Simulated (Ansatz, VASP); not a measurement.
Given: the input of a run of Ansatz 0.2.0 on TiO2.

input.yaml

```yaml
crystal:
  lattice:
    - [4.5376697393, 0.0, 0.0]
    - [0.0, 4.5376697393, 0.0]
    - [0.0, 0.0, 2.9192192849]
  atoms:
    - { symbol: Ti, position: [0.0, 0.0, 0.5] }
    - { symbol: Ti, position: [0.5, 0.5, 0.0] }
    - { symbol: O, position: [0.30432132, 0.30432132, 0.5] }
    - { symbol: O, position: [0.19567868, 0.80432132, 0.0] }
    - { symbol: O, position: [0.80432132, 0.19567868, 0.0] }
    - { symbol: O, position: [0.69567868, 0.69567868, 0.5] }
hamiltonian:
  xc: pbe
  pseudopotentials: { kind: paw, source: ansatz }
kpoints:
  mp_grid: { grid: [6, 6, 9] }
scf:
  occupations: { method: fermi_dirac, width: 0.05 }
output:
  forces: true
  stress: true
  eigenvalues: true
```

Potentials or basis: Ansatz PAW earlier set.

Run with:

```console
$ ansatz run input.yaml --threads 2 --pin off --max-ram 5120MiB --backend cpu --events-out ev --progress --plain --runs-dir out
```

Translate it to VASP 6.6.1. Potentials there: VASP PAW PBE potentials, release 64 (Ti_sv, O).

As run (the cutoff follows the program's own potentials):

Contents of INCAR:

```
  ALGO = Normal
  EDIFF = 1E-7
  ENCUT = 520
  GGA = PE
  ISIF = 2
  ISMEAR = -1
  LASPH = T
  LCHARG = T
  LELF = T
  LREAL = F
  LVHAR = T
  LWAVE = F
  NBANDS = 33
  NELM = 60
  PREC = Accurate
  SIGMA = 0.05
```

File KPOINTS:

```
k-points
0
Gamma
  6 6 9
```

The input POSCAR:

```
TiO2
1.0
    4.5376697393      0.0000000000      0.0000000000
    0.0000000000      4.5376697393      0.0000000000
    0.0000000000      0.0000000000      2.9192192849
Ti O
2 4
Direct
    0.0000000000      0.0000000000      0.5000000000
    0.5000000000      0.5000000000      0.0000000000
    0.3043213200      0.3043213200      0.5000000000
    0.1956786800      0.8043213200      0.0000000000
    0.8043213200      0.1956786800      0.0000000000
    0.6956786800      0.6956786800      0.5000000000
```

Potentials or basis: VASP PAW PBE potentials, release 64 (Ti_sv, O).

Command:

```sh
$ cat potpaw_PBE.64/Ti_sv/POTCAR potpaw_PBE.64/O/POTCAR > POTCAR
$ mpirun -np 1 vasp_std > vasp.out
```

Both were run:

|  | VASP | Ansatz | Ansatz less VASP |
| --- | --- | --- | --- |
| gap on the k mesh at the Fermi level (eV) | 1.94 | 1.96 | +0.022 |
| least direct gap on the mesh (eV) | 1.94 | 1.96 | +0.022 |
| pressure (GPa) | 15.9 | 15.2 | -0.74 |
| traceless stress, the component that is largest in VASP (GPa) | 1.45 | 1.24 | -0.211 |
| rms of the force components (eV/Å) | 0.106 | 0.093 | -0.0130 |

Atom by atom the forces differ by 0.013 eV/Å (rms over components). With one functional, cell and mesh, what is left measures potentials, basis and numerics.

Noted on Ansatz's run: odd divisions of the mesh miss points on the zone boundary, where band edges often lie, so the gap on the mesh can be too wide.
